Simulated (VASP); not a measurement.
# TlRh2 in VASP: a series of runs

The runs below take TlRh2 through single point, with PBE.

Program: VASP 6.6.1. These are calculated values, not measurements. Logs are shortened: lines on timing, memory, paths and dates and some standing lists are left out, and cuts for length are marked.

## (1) The cell of the first run

It takes space group P-3m1 (No. 164, trigonal). The conventional cell has a = 2.927 Å, b = 2.927 Å, c = 7.615 Å, α = 90.00°, β = 90.00°, γ = 120.00°. Tl (site symmetry -3m) has 6 Tl at 2.93 Å and 6 Rh at 3.23 Å within 3.9 Å. Within 3.6 Å of Rh (site symmetry 3m) lie 9 Rh at 2.70 to 2.93 Å and 3 Tl at 3.23 Å.

The cell was built from a structure type or drawn by symmetry, and may not be a known phase.

## (2) Single point, PBE

Input file INCAR:

```
SYSTEM = TlRh2
ALGO = Normal ; EDIFF = 1E-7
ENCUT = 520 ; GGA = PE
ISIF = 2 ; ISMEAR = 0
LASPH = .True. ; LCHARG = .False.
LREAL = .False. ; LWAVE = .False.
NBANDS = 28 ; NELM = 80
PREC = Accurate ; SIGMA = 0.1
```

Input file KPOINTS:

```
k-points
0
Gamma
  6 6 2
  0 0 0
```

Input file POSCAR:

```
TlRh2
1.0
    2.9272279600      0.0000000000      0.0000000000
   -1.4636139800      2.5350537700      0.0000000000
    0.0000000000      0.0000000000      7.6152279100
Tl Rh
1 2
Direct
    0.0000000000      0.0000000000      0.0000000000
    0.6666666700      0.3333333300      0.6378614700
    0.3333333300      0.6666666700      0.3621385300
```

Potentials or basis: VASP PAW PBE potentials, release 64 (Tl_d, Rh_pv).

The run is started by

```sh
> cat potpaw_PBE.64/Tl_d/POTCAR potpaw_PBE.64/Rh_pv/POTCAR > POTCAR
> mpirun -np 1 vasp_std > vasp.out
```

OUTCAR:

```text
SYSTEM = TlRh2
   EDIFF = 1E-7
   ENCUT = 520
   GGA = PE
   ISIF = 2
   ISMEAR = 0
   LASPH = .True.
   LREAL = .False.
   NELM = 80
   PREC = Accurate

 ion  position               nearest neighbor table
   1  0.000  0.000  0.000-   2 3.23   3 3.23   3 3.23   2 3.23   2 3.23   3 3.23
   2  0.667  0.333  0.638-   3 2.70   3 2.70   3 2.70   1 3.23   1 3.23   1 3.23
   3  0.333  0.667  0.362-   2 2.70   2 2.70   2 2.70   1 3.23   1 3.23   1 3.23

  LATTYP: Found a hexagonal cell.
 ALAT       =     2.9272279600
 C/A-ratio  =     2.6015151584

  Lattice vectors:

 A1 = (   2.9272279600,   0.0000000000,   0.0000000000)
 A2 = (  -1.4636139800,   2.5350537700,   0.0000000000)
 A3 = (   0.0000000000,   0.0000000000,   7.6152279100)

Analysis of symmetry for initial positions (statically):
=====================================================================
 Subroutine PRICEL returns:
 Original cell was already a primitive cell.

 Routine SETGRP: Setting up the symmetry group for a
 hexagonal supercell.

 Subroutine GETGRP returns: Found 12 space group operations
 (whereof 12 operations were pure point group operations)
 out of a pool of 24 trial point group operations.

The static configuration has the point symmetry D_3d.

Analysis of symmetry for dynamics (positions and initial velocities):
=====================================================================
 Subroutine PRICEL returns:
 Original cell was already a primitive cell.

 Routine SETGRP: Setting up the symmetry group for a
 hexagonal supercell.

 Subroutine GETGRP returns: Found 12 space group operations
 (whereof 12 operations were pure point group operations)
 out of a pool of 24 trial point group operations.

The dynamic configuration has the point symmetry D_3d.

 Subroutine INISYM returns: Found 12 space group operations
 (whereof 12 operations are pure point group operations),
 and found     1 'primitive' translations

----------------------------------------------------------------------------------------

                                     Primitive cell

  volume of cell :      56.5102

[... 71 lines left out ...]
   ISTART =      0    job   : 0-new  1-cont  2-samecut
   ICHARG =      2    charge: 1-file 2-atom 10-const
   ISPIN  =      1    spin polarized calculation?
   LNONCOLLINEAR =      F non collinear calculations
   LSORBIT =      F    spin-orbit coupling
   LASPH  =      T    aspherical Exc in radial PAW
   ENCUT  =  520.0 eV  38.22 Ry    6.18 a.u.   5.44  5.44 14.16*2*pi/ulx,y,z
   NELM   =     80;   NELMIN=  2; NELMDL= -5     # of ELM steps
   EDIFF  = 0.1E-06   stopping-criterion for ELM
   LREAL  =      F    real-space projection
   EDIFFG = 0.1E-05   stopping-criterion for IOM
   NSW    =      0    number of steps for IOM
   IBRION =     -1    ionic relax: 0-MD 1-quasi-New 2-CG
   NFREE  =      0    steps in history (QN), initial steepest desc. (CG)
   ISIF   =      2    stress and relaxation
   ISYM   =      2    0-nonsym 1-usesym 2-fastsym
   POTIM  = 0.5000    time-step for ionic-motion
   TEBEG  =    0.0;   TEEND  =   0.0 temperature during run
   PSTRESS=    0.0 pullay stress
   NELECT =      43.0000    total number of electrons
   NUPDOWN=      -1.0000    fix difference up-down
   EMIN   =  10.00;   EMAX   =-10.00  energy-range for DOS
   EFERMI =   0.00;   METHOD = LEGACY
   ISMEAR =     0;   SIGMA  =   0.10  broadening in eV -4-tet -1-fermi 0-gaus
   EFERMI_NEDOS =   21; number of points for ismear=-14 and -15
   IALGO  =     38    algorithm
   IMIX   =      4    mixing-type and parameters
     AMIX     =   0.40;   BMIX     =  1.00
     AMIX_MAG =   1.60;   BMIX_MAG =  1.00
  volume/ion in A,a.u.               =      18.84       127.12
  Fermi-wavevector in a.u.,A,eV,Ry     =   1.494590  2.824366 30.392689  2.233800
  Thomas-Fermi vector in A             =   2.606843
   LORBIT       =      0    0 simple, 1 ext, 2 COOP (PROOUT), +10 PAW based schemes
   GGA     = PE    functional components
   LHFCALC =     F    Hartree Fock is set to
   AEXX    =    0.0000 exact exchange contribution
   IVDW    =     0    specifies the selected vdW correction
   LEPSILON=     F    determine dielectric tensor
   LRPA    =     F    only Hartree local field effects (RPA)
 non-spin polarized calculation
 Gauss-broadening in eV      SIGMA  =   0.10
  energy-cutoff  :      520.00
  volume of cell :       56.51
 maximum number of plane-waves:      1553
 NGX is ok and might be reduce to    24

 number of electron      42.9999993 magnetization

 Free energy of the ion-electron system (eV)
  ---------------------------------------------------
  ext. energy  EPLUGINS =         0.00000000
  ---------------------------------------------------
  free energy    TOTEN  =       -15.09653502 eV

  energy without entropy =      -15.06032551  energy(sigma->0) =      -15.07843027

 E-fermi :   8.7921     XC(G=0): -12.1780

 val. band max:        8.7906588657   @ k =   0.1667   0.1667   0.0000
 cond. band min:       8.8219710992   @ k =   0.1667   0.0000   0.0000
 fundamental gap:      0.0313122335
 Fermi energy:         8.7920664870

 k-point     1 :       0.0000    0.0000    0.0000
  band No.  band energies     occupation
      1     -37.4865      2.00000
      2     -37.1870      2.00000
      3     -37.1870      2.00000
      4     -37.1717      2.00000
      5     -37.1214      2.00000
      6     -37.1214      2.00000
[... 423 lines left out ...]
     27      14.4709      0.00000
     28      17.4570      0.00000

------------------------ aborting loop because EDIFF is reached ----------------------------------------

  FORCE on cell =-STRESS in cart. coord.  units (eV):
  Direction    XX          YY          ZZ          XY          YZ          ZX
  --------------------------------------------------------------------------------------
  -------------------------------------------------------------------------------------
  Total       -0.5509623     -0.5509623     -5.3802949      0.0000000      0.0000000     -0.0000000
  in kB      -15.6208937    -15.6208937   -152.5422119      0.0000000      0.0000000     -0.0000000
  external PRESSURE =     -61.2613331 kB  Pullay stress =       0.0000000 kB

 VOLUME and BASIS-vectors are now :
 -----------------------------------------------------------------------------
  energy-cutoff  :      520.00
  volume of cell :       56.51
      direct lattice vectors                 reciprocal lattice vectors
     2.927227960  0.000000000  0.000000000     0.341620131  0.197234475  0.000000000
    -1.463613980  2.535053770  0.000000000     0.000000000  0.394468950  0.000000000
     0.000000000  0.000000000  7.615227910     0.000000000  0.000000000  0.131315833

 POSITION                                       TOTAL-FORCE (eV/Angst)
 -----------------------------------------------------------------------------------
      0.00000      0.00000      0.00000        -0.000000      0.000000      0.000000
      1.46361      0.84502      4.85746         0.000000      0.000000     -0.256736
     -0.00000      1.69004      2.75777        -0.000000     -0.000000      0.256736
 -----------------------------------------------------------------------------------
    total drift:                               -0.000000     -0.000000      0.000000

  FREE ENERGIE OF THE ION-ELECTRON SYSTEM (eV)
  ---------------------------------------------------
  free  energy   TOTEN  =       -15.0965350221 eV

  energy  without entropy=      -15.0603255114  energy(sigma->0) =      -15.07843027
```

Wall time 12 s (1 thread of AMD EPYC 9R45 (Zen 5), shared host); peak memory 0.15 GiB.

What came out:

| Quantity | Value |
| --- | --- |
| Free energy | -15.0965 eV |
| Pressure | -6.1 GPa |
| Largest force | 0.257 eV/Å |
| Band gap on the k mesh | zero (an odd number of electrons rules out a gap without spin polarisation) |

Forces in eV/Å, atoms in the order of the input:
```
Tl   0.000  0.000  0.000
Rh   0.000  0.000 -0.257
Rh   0.000  0.000  0.257
```

Stress tensor (GPa, compression positive):
```
 -1.56   0.00   0.00
  0.00  -1.56   0.00
  0.00   0.00 -15.25
```

Caveat: the k points lie up to 0.41 Å⁻¹ apart, too coarse for converged energies and pressures of a metal; spin-orbit coupling is left out, which moves the levels of the heavy elements.

## (3) Single point, PBE

This run uses another cell than the first one: it holds 6 atoms, not 3.

Input file INCAR:

```
SYSTEM = TlRh2
ALGO = Fast
EDIFF = 1E-6
ENCUT = 520
GGA = PE
ISIF = 2
ISMEAR = 0
LASPH = .TRUE.
LCHARG = .TRUE.
LELF = .TRUE.
LREAL = .FALSE.
LVHAR = .TRUE.
LWAVE = .FALSE.
NBANDS = 52
NELM = 80
PREC = Accurate
SIGMA = 0.2
```

Input file KPOINTS:

```
k-points
0
G
  8 4 4
  0 0 0
```

Input file POSCAR:

```
TlRh2
1.0
    3.0147528633      0.0000000000      0.0000000000
    0.0000000000      5.2217051315      0.0000000000
    0.0000000000      0.0000000000      6.5725476307
Tl Rh
2 4
Direct
    0.5000000000      0.5000000000      0.0000000000
    1.0000000000      1.0000000000      0.0000000000
    0.5000000000      0.1666666667      0.6529688390
    0.0000000000      0.6666666667      0.6529688390
    0.0000000000      0.3333333333      0.3470311610
    0.5000000000      0.8333333333      0.3470311610
```

Potentials or basis: VASP PAW PBE potentials, release 64 (Tl_d, Rh_pv).

The run is started by

```sh
> cat potpaw_PBE.64/Tl_d/POTCAR potpaw_PBE.64/Rh_pv/POTCAR > POTCAR
> mpirun -np 1 vasp_std > vasp.out
```

It took 2 min on 1 thread of AMD EPYC 9R45 (Zen 5), shared host; peak memory 0.32 GiB.

The run converged. Its results:

| Quantity | Value |
| --- | --- |
| Free energy | -31.3013 eV |
| Pressure | 0.3 GPa |
| Largest force | 0.048 eV/Å |
| Band gap on the k mesh | zero (bands 43 and 44 overlap by 1.07 eV) |

Forces on the atoms (eV/Å):
```
Tl   0.000  0.000  0.000
Tl   0.000  0.000  0.000
Rh   0.000  0.012  0.046
Rh   0.000  0.012  0.046
Rh   0.000 -0.012 -0.046
Rh   0.000 -0.012 -0.046
```

Stress tensor (GPa, compression positive):
```
 0.46  0.00  0.00
 0.00 -0.12  0.07
 0.00  0.07  0.54
```

Levels at points of the mesh, in eV from the Fermi level:
| k point | band 40 | band 41 | band 42 | band 43 | band 44 | band 45 | band 46 | band 47 |
| --- | --- | --- | --- | --- | --- | --- | --- | --- |
| (0.00, 0.00, 0.00) | -0.85 | -0.18 | -0.15 | -0.14 | -0.01 | 0.17 | 0.36 | 0.43 |
| (0.50, 0.00, 0.00) | -0.79 | -0.26 | -0.26 | 0.20 | 0.20 | 1.82 | 1.82 | 3.11 |
| (0.00, 0.50, 0.00) | -1.30 | -0.63 | -0.63 | -0.40 | -0.40 | 0.08 | 0.08 | 1.03 |
| (0.50, 0.50, 0.00) | -0.01 | 0.17 | 0.17 | 0.37 | 0.37 | 0.43 | 0.43 | 2.25 |
| (0.00, 0.00, 0.50) | -0.89 | -0.51 | -0.31 | 0.00 | 0.02 | 0.03 | 0.22 | 0.30 |
| (0.50, 0.00, 0.50) | -0.63 | -0.63 | -0.63 | 0.45 | 0.45 | 1.51 | 1.51 | 2.46 |
| (0.00, 0.50, 0.50) | -1.43 | -0.82 | -0.82 | -0.58 | -0.58 | 0.02 | 0.02 | 3.61 |
| (0.50, 0.50, 0.50) | -0.51 | -0.31 | -0.31 | 0.00 | 0.00 | 0.30 | 0.30 | 1.93 |

Caveat: spin-orbit coupling is left out, which moves the levels of the heavy elements.

## (4) Single point, PBE

This run uses another cell than the first one, of 17.24 Å³/atom.

Input file INCAR:

```
SYSTEM = TlRh2
PREC = Accurate
ENCUT = 520
EDIFF = 1E-7
ISMEAR = 0
SIGMA = 0.1
LREAL = .FALSE.
LASPH = .TRUE.
NELM = 80
ALGO = Fast
ISIF = 2
LWAVE = .FALSE.
LCHARG = .TRUE.
GGA = PE
LELF = .TRUE.
LVHAR = .TRUE.
NBANDS = 28
```

Input file KPOINTS:

```
regular mesh
0
G
  18 18 8
  0 0 0
```

Input file POSCAR:

```
TlRh2
1.0
    3.0147528633      0.0000000000      0.0000000000
   -1.5073764316      2.6108525657      0.0000000000
    0.0000000000      0.0000000000      6.5725476307
Tl Rh
1 2
Direct
    0.0000000000      0.0000000000      0.0000000000
    0.6666666667      0.3333333333      0.6529688390
    0.3333333333      0.6666666667      0.3470311610
```

The run is started by

```sh
> cat potpaw_PBE.64/Tl_d/POTCAR potpaw_PBE.64/Rh_pv/POTCAR > POTCAR
> mpirun -np 1 vasp_std > vasp.out
```

Run time: 2.9 min. Hardware: 1 thread of AMD EPYC 9R45 (Zen 5), shared host; peak memory 0.41 GiB.

Results (log left out):

- Free energy: -15.6218 eV
- Pressure: 0.1 GPa
- Largest force: 0.008 eV/Å
- Band gap on the k mesh: zero (an odd number of electrons rules out a gap without spin polarisation)

Forces on the atoms (eV/Å):
```
Tl   0.000  0.000  0.000
Rh   0.000  0.000 -0.008
Rh   0.000  0.000  0.008
```

Stress tensor (GPa, compression positive):
```
0.02 0.00 0.00
0.00 0.02 0.00
0.00 0.00 0.12
```

Levels at points of the mesh, in eV from the Fermi level:
```tsv
k point	band 18	band 19	band 20	band 21	band 22	band 23	band 24	band 25
(0.00, 0.00, 0.00)	-2.31	-2.31	-1.25	-0.85	-0.85	-0.15	-0.15	8.58
(0.50, 0.00, 0.00)	-2.13	-0.18	0.00	0.17	0.37	0.43	2.25	2.99
(0.00, 0.00, 0.50)	-2.28	-2.20	-0.89	-0.89	0.02	0.02	0.22	4.81
(0.50, 0.00, 0.50)	-1.51	-1.31	-0.51	-0.31	0.00	0.30	1.94	3.97
```

Caveat: spin-orbit coupling is left out, which moves the levels of the heavy elements.

## (5) Single point, PBE

This run uses another cell than the first one: it holds 6 atoms, not 3.

Input file INCAR:

```
SYSTEM = TlRh2
ALGO = Fast ; EDIFF = 1E-6
ENCUT = 520 ; GGA = PE
ISIF = 2 ; ISMEAR = 0
LASPH = .TRUE. ; LCHARG = .FALSE.
LREAL = .FALSE. ; LWAVE = .FALSE.
NBANDS = 52 ; NELM = 100
PREC = Accurate ; SIGMA = 0.2
```

Input file KPOINTS:

```
k-points
0
G
  8 4 4
  0 0 0
```

Input file POSCAR:

```
TlRh2
1.0
    3.0336226841      0.0003712802      0.0005496852
    0.0001717524      5.1895929594      0.0101878475
    0.0008674948      0.0126151020      6.5802058798
Tl Rh
2 4
Direct
    0.4998415974      0.5000210573     -0.0000546076
    0.9998865625      1.0000229302      0.0000617485
    0.4998337302      0.1672826284      0.6534256982
    0.0000933923      0.6674072064      0.6534937671
    0.0000506625      0.3327115678      0.3465513460
    0.5002940551      0.8325546100      0.3465220477
```

The run is started by

```sh
> cat potpaw_PBE.64/Tl_d/POTCAR potpaw_PBE.64/Rh_pv/POTCAR > POTCAR
> mpirun -np 1 vasp_std > vasp.out
```

Wall time 3.1 min (1 thread of AMD EPYC 9R45 (Zen 5), shared host); peak memory 0.37 GiB.

Results (log left out):

| Property | Result |
| --- | --- |
| Free energy | -31.3029 eV |
| Pressure | 0.0 GPa |
| Largest force | 0.006 eV/Å |
| Band gap on the k mesh | zero (bands 43 and 44 overlap by 1.08 eV) |

Forces in eV/Å, atoms in the order of the input:
```
Tl   0.001 -0.001  0.001
Tl   0.001  0.001 -0.001
Rh   0.001 -0.001 -0.003
Rh  -0.001 -0.001 -0.005
Rh  -0.001  0.001  0.004
Rh  -0.002  0.002  0.005
```

Stress tensor (GPa, compression positive):
```
-0.09  0.00 -0.01
 0.00  0.03  0.00
-0.01  0.00  0.07
```

Levels at points of the mesh, in eV from the Fermi level:
```csv
k point,band 41,band 42,band 43,band 44,band 45,band 46
"(0.00, 0.00, 0.00)",-0.19,-0.15,-0.15,0.03,0.22,0.37
"(0.50, 0.00, 0.00)",-0.27,-0.27,0.18,0.18,1.88,1.88
"(0.00, 0.50, 0.00)",-0.66,-0.65,-0.35,-0.35,0.07,0.07
"(0.50, 0.50, 0.00)",0.16,0.17,0.35,0.35,0.44,0.44
"(0.00, 0.00, 0.50)",-0.53,-0.27,0.02,0.02,0.03,0.21
"(0.50, 0.00, 0.50)",-0.62,-0.62,0.43,0.43,1.46,1.46
"(0.00, 0.50, 0.50)",-0.81,-0.81,-0.61,-0.61,0.01,0.01
"(0.50, 0.50, 0.50)",-0.32,-0.31,0.00,0.00,0.30,0.30
```

Caveat: spin-orbit coupling is left out, which moves the levels of the heavy elements.

## (6) The runs side by side

| cell | k mesh | smearing | gap on the mesh (eV) | pressure (GPa) | largest force (eV/Å) |
| --- | --- | --- | --- | --- | --- |
| a = 2.927, b = 2.927, c = 7.615 Å, angles 90.0, 90.0, 120.0°, 3 atoms, atomic positions A | 6 × 6 × 2 | gaussian 0.1 eV | none | -6.1 | 0.26 |
| a = 3.015, b = 5.222, c = 6.573 Å, 6 atoms, atomic positions B | 8 × 4 × 4 | gaussian 0.2 eV | none | 0.3 | 0.05 |
| a = 3.015, b = 3.015, c = 6.573 Å, angles 90.0, 90.0, 120.0°, 3 atoms, atomic positions C | 18 × 18 × 8 | gaussian 0.1 eV | none | 0.1 | 0.01 |
| a = 3.034, b = 5.190, c = 6.580 Å, angles 89.8, 90.0, 90.0°, 6 atoms, atomic positions B | 8 × 4 × 4 | gaussian 0.2 eV | none | 0.0 | 0.01 |

Alike in all rows: task single point; level PBE; potentials or basis VASP PAW PBE potentials, release 64 (Tl_d, Rh_pv); no spin polarisation; cutoff (eV) 520.

Caveats: some runs use coarse meshes; spin-orbit coupling is left out, which moves the levels of the heavy elements.

Total energies depend on the potentials used, so only differences within one code and one set of settings carry meaning.
